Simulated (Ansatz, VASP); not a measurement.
# N in VASP and in Ansatz

```xyz
8
Lattice="5.5605 0.0000 0.0000 0.0000 5.5605 0.0000 0.0000 0.0000 5.5605" Properties=species:S:1:pos:R:3 pbc="T T T"
N     0.3297    2.4742    3.1149
N     2.5073    3.0579    0.3597
N     3.1116    0.3497    2.4394
N     5.2435    5.2431    5.2808
N     5.2886    3.1105    2.4484
N     3.1107    2.4761    5.2837
N     2.4397    5.2548    3.0796
N     0.3156    0.3547    0.2976
```

Change from the starting cell: atoms moved at random, drawn with an rms of 0.05 Å.

Alike in both runs: task single point; functional PBE; k mesh 5 × 5 × 5; occupations fermi-dirac, width 0.05 eV; no spin polarisation.

|  | VASP | Ansatz |
| --- | --- | --- |
| version | VASP 6.6.1 | Ansatz 0.2.0 |
| potentials or method | VASP PAW PBE potentials, release 64 (N) | Ansatz PAW |
| plane-wave cutoff (eV) | 520 | 420 |
| valence electrons in the cell | 40 | 40 |

VASP gave:

| Item | Value |
| --- | --- |
| gap on the k mesh at the Fermi level (eV) | 7.15 |
| least direct gap on the mesh (eV) | 7.17 |
| pressure (GPa) | 5.0 |
| traceless stress, the component that is largest in VASP (GPa) | 5.50 |
| rms of the force components (eV/Å) | 3.669 |

Task: Which values does Ansatz return?

Result: gap on the k mesh at the Fermi level (eV): 7.20; least direct gap on the mesh (eV): 7.22; pressure (GPa): 2.6; traceless stress, the component that is largest in VASP (GPa): 4.77; rms of the force components (eV/Å): 2.745.

Atom by atom the forces differ by 1.258 eV/Å (rms over components).

Noted on VASP's run: the standard files for N, O and F lose accuracy on very short bonds. Noted on Ansatz's run: odd divisions of the mesh miss points on the zone boundary, where band edges often lie, so the gap on the mesh can be too wide.
